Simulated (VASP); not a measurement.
# GaAs (F-43m) in VASP: further runs, part 2 of 2

VASP 6.6.1.

## Step 4: Single point, r2SCAN, non-collinear spin, zero start, spin-orbit coupling (strain -3.0%)

POSCAR reads:

```
GaAs
1.0
    0.0000000000      2.7480925426      2.7480925426
    2.7480925426      0.0000000000      2.7480925426
    2.7480925426      2.7480925426      0.0000000000
Ga As
1 1
Direct
    0.0000000000      0.0000000000      0.0000000000
    0.2500000000      0.2500000000      0.2500000000
```

INCAR.step1 reads:

```
SYSTEM = GaAs
PREC     = Accurate       ! precision mode
ENCUT    = 520            ! plane-wave cutoff, eV
ISMEAR   = -1             ! smearing method
SIGMA    = 0.02           ! smearing width, eV
LREAL    = .FALSE.        ! projectors in reciprocal space
LASPH    = .TRUE.         ! aspherical terms in the spheres
NELM     = 150            ! most SCF steps
MAGMOM   = 0 0 0 0 0 0    ! initial moments
LSORBIT  = .TRUE.         ! spin-orbit coupling
GGA_COMPAT= .FALSE.      
NBANDS   = 30             ! bands
GGA      = PE             ! functional
ALGO     = Normal         ! electronic algorithm
EDIFF    = 1E-4           ! SCF threshold, eV
LWAVE    = .TRUE.         ! write WAVECAR
LCHARG   = .FALSE.        ! write CHGCAR
```

INCAR.step2 reads:

```
SYSTEM = GaAs
PREC     = Accurate       ! precision mode
ENCUT    = 520            ! plane-wave cutoff, eV
EDIFF    = 1E-6           ! SCF threshold, eV
ISMEAR   = -1             ! smearing method
SIGMA    = 0.02           ! smearing width, eV
LREAL    = .FALSE.        ! projectors in reciprocal space
LASPH    = .TRUE.         ! aspherical terms in the spheres
NELM     = 150            ! most SCF steps
ALGO     = Normal         ! electronic algorithm
ISIF     = 2              ! what is computed and relaxed
LWAVE    = .FALSE.        ! write WAVECAR
LCHARG   = .TRUE.         ! write CHGCAR
MAGMOM   = 0 0 0 0 0 0    ! initial moments
LORBIT   = 11             ! projections on sites
LSORBIT  = .TRUE.         ! spin-orbit coupling
GGA_COMPAT= .FALSE.      
LORBMOM  = .TRUE.       
METAGGA  = R2SCAN         ! meta-GGA
LMIXTAU  = .TRUE.       
LVHAR    = .TRUE.       
NBANDS   = 30             ! bands
ISTART   = 1
```

KPOINTS reads:

```
Automatic mesh
0
G
  8 8 8
  0 0 0
```

Potentials or basis: VASP PAW PBE potentials, release 64 (Ga_d, As).

On the command line:

```
cat potpaw_PBE.64/Ga_d/POTCAR potpaw_PBE.64/As/POTCAR > POTCAR
cp INCAR.step1 INCAR
mpirun -np 1 vasp_ncl > vasp.out
cp INCAR.step2 INCAR
mpirun -np 1 vasp_ncl > vasp.out
```

OUTCAR:

```text
SYSTEM = GaAs
   PREC = Accurate
   ENCUT = 520
   EDIFF = 1E-6
   ISMEAR = -1
   LREAL = .FALSE.
   LASPH = .TRUE.
   NELM = 150
   ISIF = 2
   LORBIT = 11
   LSORBIT = .TRUE.
   METAGGA = R2SCAN
   ISTART = 1

 ion  position               nearest neighbor table
   1  0.000  0.000  0.000-   2 2.38   2 2.38   2 2.38   2 2.38
   2  0.250  0.250  0.250-   1 2.38   1 2.38   1 2.38   1 2.38

  LATTYP: Found a face centered cubic cell.
 ALAT       =     5.4961850852

  Lattice vectors:

 A1 = (   0.0000000000,   2.7480925426,   2.7480925426)
 A2 = (   2.7480925426,   0.0000000000,   2.7480925426)
 A3 = (   2.7480925426,   2.7480925426,   0.0000000000)

Analysis of symmetry for initial positions (statically):
=====================================================================
 Subroutine PRICEL returns:
 Original cell was already a primitive cell.

 Routine SETGRP: Setting up the symmetry group for a
 face centered cubic supercell.

 Subroutine GETGRP returns: Found 24 space group operations
 (whereof 24 operations were pure point group operations)
 out of a pool of 48 trial point group operations.

The static configuration has the point symmetry T_d .

Analysis of symmetry for dynamics (positions and initial velocities):
=====================================================================
 Subroutine PRICEL returns:
 Original cell was already a primitive cell.

 Routine SETGRP: Setting up the symmetry group for a
 face centered cubic supercell.

 Subroutine GETGRP returns: Found 24 space group operations
 (whereof 24 operations were pure point group operations)
 out of a pool of 48 trial point group operations.

The dynamic configuration has the point symmetry T_d .

Analysis of structural, dynamic, and magnetic symmetry:
=====================================================================
 Subroutine PRICEL returns:
 Original cell was already a primitive cell.

 Routine SETGRP: Setting up the symmetry group for a
 face centered cubic supercell.

 Subroutine GETGRP returns: Found 24 space group operations
[... 999 lines left out ...]
  2        -0.000   0.000  -0.000
 ----------------------------------------
           -0.000  -0.000  -0.000

 orbital moment (z)

 # of ion     p       d       tot
 ----------------------------------------
  1        -0.000   0.000  -0.000
  2         0.000  -0.000   0.000
 ----------------------------------------
           -0.000  -0.000  -0.000

 Spin-Orbit-Coupling matrix elements

 Ion:    1  E_soc:     -0.0119486
 l=   1
     0.0000000    -0.0011751    -0.0011751
    -0.0011751     0.0000000    -0.0011751
    -0.0011751    -0.0011751     0.0000000
 l=   2
     0.0000000    -0.0001640     0.0000000    -0.0001640    -0.0006524
    -0.0001640     0.0000000    -0.0004893    -0.0001640    -0.0001631
     0.0000000    -0.0004893     0.0000000    -0.0004893     0.0000000
    -0.0001640    -0.0001640    -0.0004893     0.0000000    -0.0001631
    -0.0006524    -0.0001631     0.0000000    -0.0001631     0.0000000
 l=   3
     0.0000000     0.0000000     0.0000000     0.0000000     0.0000000     0.0000000     0.0000000
     0.0000000     0.0000000     0.0000000     0.0000000     0.0000000     0.0000000     0.0000000
     0.0000000     0.0000000     0.0000000     0.0000000     0.0000000     0.0000000     0.0000000
     0.0000000     0.0000000     0.0000000     0.0000000     0.0000000     0.0000000     0.0000000
     0.0000000     0.0000000     0.0000000     0.0000000     0.0000000     0.0000000     0.0000000
     0.0000000     0.0000000     0.0000000     0.0000000     0.0000000     0.0000000     0.0000000
     0.0000000     0.0000000     0.0000000     0.0000000     0.0000000     0.0000000     0.0000000

 Ion:    2  E_soc:     -0.0223899
 l=   1
     0.0000000    -0.0037230    -0.0037230
    -0.0037230     0.0000000    -0.0037230
    -0.0037230    -0.0037230     0.0000000
 l=   2
     0.0000000    -0.0000042     0.0000000    -0.0000042    -0.0000045
    -0.0000042     0.0000000    -0.0000034    -0.0000042    -0.0000011
     0.0000000    -0.0000034     0.0000000    -0.0000034     0.0000000
    -0.0000042    -0.0000042    -0.0000034     0.0000000    -0.0000011
    -0.0000045    -0.0000011     0.0000000    -0.0000011     0.0000000
 l=   3
     0.0000000     0.0000000     0.0000000     0.0000000     0.0000000     0.0000000     0.0000000
     0.0000000     0.0000000     0.0000000     0.0000000     0.0000000     0.0000000     0.0000000
     0.0000000     0.0000000     0.0000000     0.0000000     0.0000000     0.0000000     0.0000000
     0.0000000     0.0000000     0.0000000     0.0000000     0.0000000     0.0000000     0.0000000
     0.0000000     0.0000000     0.0000000     0.0000000     0.0000000     0.0000000     0.0000000
     0.0000000     0.0000000     0.0000000     0.0000000     0.0000000     0.0000000     0.0000000
     0.0000000     0.0000000     0.0000000     0.0000000     0.0000000     0.0000000     0.0000000

 total charge

# of ion       s       p       d       tot
------------------------------------------
    1        0.853   0.886  10.017  11.756
    2        1.198   1.708   0.039   2.946
--------------------------------------------------
tot          2.051   2.594  10.056  14.702

 magnetization (x)

# of ion       s       p       d       tot
------------------------------------------
    1        0.000  -0.000  -0.000  -0.000
    2        0.000   0.000   0.000   0.000
--------------------------------------------------
tot          0.000   0.000  -0.000   0.000

 magnetization (y)

# of ion       s       p       d       tot
------------------------------------------
    1        0.000   0.000   0.000   0.000
    2       -0.000   0.000   0.000   0.000
--------------------------------------------------
tot         -0.000   0.000   0.000   0.000

 magnetization (z)

# of ion       s       p       d       tot
------------------------------------------
    1       -0.000  -0.000   0.000  -0.000
    2        0.000   0.000   0.000   0.000
--------------------------------------------------
tot         -0.000   0.000   0.000   0.000
```

OUTCAR.step1:

```text
SYSTEM = GaAs
   PREC = Accurate
   ENCUT = 520
   ISMEAR = -1
   LREAL = .FALSE.
   LASPH = .TRUE.
[... 1079 lines left out ...]
     0.0000000     0.0000000     0.0000000     0.0000000     0.0000000     0.0000000     0.0000000
     0.0000000     0.0000000     0.0000000     0.0000000     0.0000000     0.0000000     0.0000000
     0.0000000     0.0000000     0.0000000     0.0000000     0.0000000     0.0000000     0.0000000
     0.0000000     0.0000000     0.0000000     0.0000000     0.0000000     0.0000000     0.0000000
     0.0000000     0.0000000     0.0000000     0.0000000     0.0000000     0.0000000     0.0000000
     0.0000000     0.0000000     0.0000000     0.0000000     0.0000000     0.0000000     0.0000000

=======================================================================

 ========================================================
```

OSZICAR.step1:

```text
N       E                     dE             d eps       ncg     rms          rms(c)
DAV:   1     0.133208371351E+03    0.13321E+03   -0.82915E+03  2858   0.174E+03
DAV:   2     0.930058837877E+01   -0.12391E+03   -0.11659E+03  2700   0.452E+02
DAV:   3    -0.771408352466E+01   -0.17015E+02   -0.16777E+02  3044   0.117E+02
DAV:   4    -0.827325965701E+01   -0.55918E+00   -0.55805E+00  3110   0.228E+01
DAV:   5    -0.828216780260E+01   -0.89081E-02   -0.89072E-02  3006   0.286E+00    0.319E+00
DAV:   6    -0.812541688998E+01    0.15675E+00   -0.18775E-01  3868   0.934E+00    0.187E+00
DAV:   7    -0.810101442152E+01    0.24402E-01   -0.11042E-01  3014   0.264E+00    0.601E-01
DAV:   8    -0.810205855597E+01   -0.10441E-02   -0.17925E-02  3270   0.211E+00    0.176E-01
DAV:   9    -0.810232735875E+01   -0.26880E-03   -0.21983E-03  3200   0.988E-01    0.740E-02
DAV:  10    -0.810237020663E+01   -0.42848E-04   -0.29876E-04  3150   0.161E-01
   1 F= -.81023702E+01 E0= -.81023702E+01  d E =-.538447E-11  mag=    -0.0000     0.0000    -0.0000
```

Wall time 22 min (1 thread of Intel Xeon 8259CL, shared host); peak memory 0.37 GiB.

What came out:

```
Free energy                                           : -26.9739 eV
Pressure                                              : 8.3 GPa
Net moment                                            : 0.00 μB per cell
Valence electrons inside the program's atomic spheres : Ga 11.76; As 2.95
```

Moments on the atoms (μB; x, y, z):
```
Ga  0.00 0.00 0.00
As  0.00 0.00 0.00
```

Caveat: the cell differs from its parent crystal (strain -3.0%); the cell stands under pressure; the PAW data sets were made with another functional, which shifts forces and pressure a little.

## Step 5: Single point, r2SCAN, non-collinear spin, zero start, spin-orbit coupling (strain -2.0%)

POSCAR reads:

```
GaAs
1.0
    0.0000000000      2.7764233935      2.7764233935
    2.7764233935      0.0000000000      2.7764233935
    2.7764233935      2.7764233935      0.0000000000
Ga As
1 1
Direct
    0.0000000000      0.0000000000      0.0000000000
    0.2500000000      0.2500000000      0.2500000000
```

INCAR.step1 reads:

```
ALGO = Normal
EDIFF = 1E-4
ENCUT = 520
GGA = PE
GGA_COMPAT = False
ISMEAR = -1
LASPH = True
LCHARG = False
LREAL = False
LSORBIT = True
LWAVE = True
MAGMOM = 0 0 0 0 0 0
NBANDS = 30
NELM = 150
PREC = Accurate
SIGMA = 0.02
```

INCAR.step2 reads:

```
ALGO = Normal
EDIFF = 1E-6
ENCUT = 520
GGA_COMPAT = False
ISIF = 2
ISMEAR = -1
ISTART = 1
LASPH = True
LCHARG = True
LMIXTAU = True
LORBIT = 11
LORBMOM = True
LREAL = False
LSORBIT = True
LVHAR = True
LWAVE = False
MAGMOM = 0 0 0 0 0 0
METAGGA = R2SCAN
NBANDS = 30
NELM = 150
PREC = Accurate
SIGMA = 0.02
```

KPOINTS reads:

```
k-points
0
Gamma
  8 8 8
```

On the command line:

```
cat potpaw_PBE.64/Ga_d/POTCAR potpaw_PBE.64/As/POTCAR > POTCAR
cp INCAR.step1 INCAR
mpirun -np 1 vasp_ncl > vasp.out
cp INCAR.step2 INCAR
mpirun -np 1 vasp_ncl > vasp.out
```

Run time: 23 min. Hardware: 1 thread of Intel Xeon 8259CL, shared host; peak memory 0.37 GiB.

The run converged. Its results:

```
Free energy                                           : -27.0282 eV
Pressure                                              : 5.2 GPa
Net moment                                            : 0.00 μB per cell
Valence electrons inside the program's atomic spheres : Ga 11.71; As 2.92
```

Moments on the atoms (μB; x, y, z):
```
Ga  0.00 0.00 0.00
As  0.00 0.00 0.00
```

Caveat: the cell differs from its parent crystal (strain -2.0%); the cell stands under pressure; the PAW data sets were made with another functional, which shifts forces and pressure a little.

## Step 6: Single point, r2SCAN, non-collinear spin, zero start, spin-orbit coupling (strain -1.0%)

POSCAR reads:

```
GaAs
1.0
    0.0000000000      2.8047542445      2.8047542445
    2.8047542445      0.0000000000      2.8047542445
    2.8047542445      2.8047542445      0.0000000000
Ga As
1 1
Direct
    0.0000000000      0.0000000000      0.0000000000
    0.2500000000      0.2500000000      0.2500000000
```

INCAR.step1 reads:

```
PREC = Accurate ; ENCUT = 520
ISMEAR = -1 ; SIGMA = 0.02
LREAL = F ; LASPH = T
NELM = 150 ; MAGMOM = 0 0 0 0 0 0
LSORBIT = T ; GGA_COMPAT = F
NBANDS = 30 ; GGA = PE
ALGO = Normal ; EDIFF = 1E-4
LWAVE = T ; LCHARG = F
```

INCAR.step2 reads:

```
PREC = Accurate ; ENCUT = 520
EDIFF = 1E-6 ; ISMEAR = -1
SIGMA = 0.02 ; LREAL = F
LASPH = T ; NELM = 150
ALGO = Normal ; ISIF = 2
LWAVE = F ; LCHARG = F
MAGMOM = 0 0 0 0 0 0 ; LORBIT = 11
LSORBIT = T ; GGA_COMPAT = F
LORBMOM = T ; METAGGA = R2SCAN
LMIXTAU = T ; NBANDS = 30
ISTART = 1
```

KPOINTS reads:

```
Automatic mesh
0
Gamma
  8 8 8
```

Potentials or basis: VASP PAW PBE potentials, release 64 (Ga_d, As).

On the command line:

```
cat potpaw_PBE.64/Ga_d/POTCAR potpaw_PBE.64/As/POTCAR > POTCAR
cp INCAR.step1 INCAR
mpirun -np 1 vasp_ncl > vasp.out
cp INCAR.step2 INCAR
mpirun -np 1 vasp_ncl > vasp.out
```

Run time: 23 min. Hardware: 1 thread of Intel Xeon 8259CL, shared host; peak memory 0.37 GiB.

Results (log left out):

```
Free energy                                           : -27.0595 eV
Pressure                                              : 2.5 GPa
Net moment                                            : 0.00 μB per cell
Valence electrons inside the program's atomic spheres : Ga 11.67; As 2.89
```

Moments on the atoms (μB; x, y, z):
```
Ga  0.00 0.00 0.00
As  0.00 0.00 0.00
```

Caveat: the cell differs from its parent crystal (strain -1.0%); the PAW data sets were made with another functional, which shifts forces and pressure a little.

## Step 7: Overview

```csv
level,spin,cell,k mesh,grid for exact exchange (PRECFOCK),share of exact exchange,screening parameter,gap on the mesh (eV),pressure (GPa),moment (μB)
HSE06,off,"a = 4.167 Å, angles 60.0°, 2 atoms",6 × 6 × 6,Normal,0.25,0.2079 1/Å,0.38,-6.2,-
HSE06,off,"a = 4.127 Å, angles 60.0°, 2 atoms",6 × 6 × 6,Normal,0.25,0.2079 1/Å,0.62,-4.9,-
r2SCAN,"non-collinear, zero start, SOC","a = 3.886 Å, angles 60.0°, 2 atoms",8 × 8 × 8,-,-,-,-,8.3,0.00
r2SCAN,"non-collinear, zero start, SOC","a = 3.926 Å, angles 60.0°, 2 atoms",8 × 8 × 8,-,-,-,-,5.2,0.00
r2SCAN,"non-collinear, zero start, SOC","a = 3.967 Å, angles 60.0°, 2 atoms",8 × 8 × 8,-,-,-,-,2.5,0.00
```

Alike in all rows: task single point; potentials or basis VASP PAW PBE potentials, release 64 (Ga_d, As); cutoff (eV) 520; smearing fermi-dirac 0.02 eV.

Caveats: the PAW data sets were made with another functional, which shifts forces and pressure a little; the cell stands under tension (at least some runs); the cell stands under pressure (at least some runs).

Absolute energies hang on the potentials; compare differences alone.
